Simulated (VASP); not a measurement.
A run of VASP 6.6.1:

The input INCAR:

```
SYSTEM = Ag
  PREC = Accurate
  ENCUT = 520
  EDIFF = 1E-6
  ISMEAR = -1
  SIGMA = 0.6
  LREAL = .False.
  LASPH = .True.
  NELM = 60
  ALGO = Normal
  ISIF = 2
  LWAVE = .False.
  LCHARG = .True.
  LELF = .True.
  LVHAR = .True.
  NBANDS = 12
```

File KPOINTS:

```
regular mesh
0
Gamma
  13 13 13
  0 0 0
```

POSCAR

```
Ag
1.0
    0.0000000000      1.9996579419      1.9996579419
    1.9996579419      0.0000000000      1.9996579419
    1.9996579419      1.9996579419      0.0000000000
Ag
1
Direct
    0.0000000000      0.0000000000      0.0000000000
```

Potentials or basis: VASP PAW LDA potentials, release 64 (Ag).

Command:

```bash
$ cat potpaw_LDA.64/Ag/POTCAR > POTCAR
$ mpirun -np 1 vasp_std > vasp.out
```

Hardware: 1 thread of AMD EPYC 7R13 Processor (Zen 3), on a shared host.

Estimate the wall time of this run.

It took 23 s on 1 thread of AMD EPYC 7R13 Processor (Zen 3), on a shared host, peak memory 0.1 GiB. Counts: scf iterations 10, k points 84.
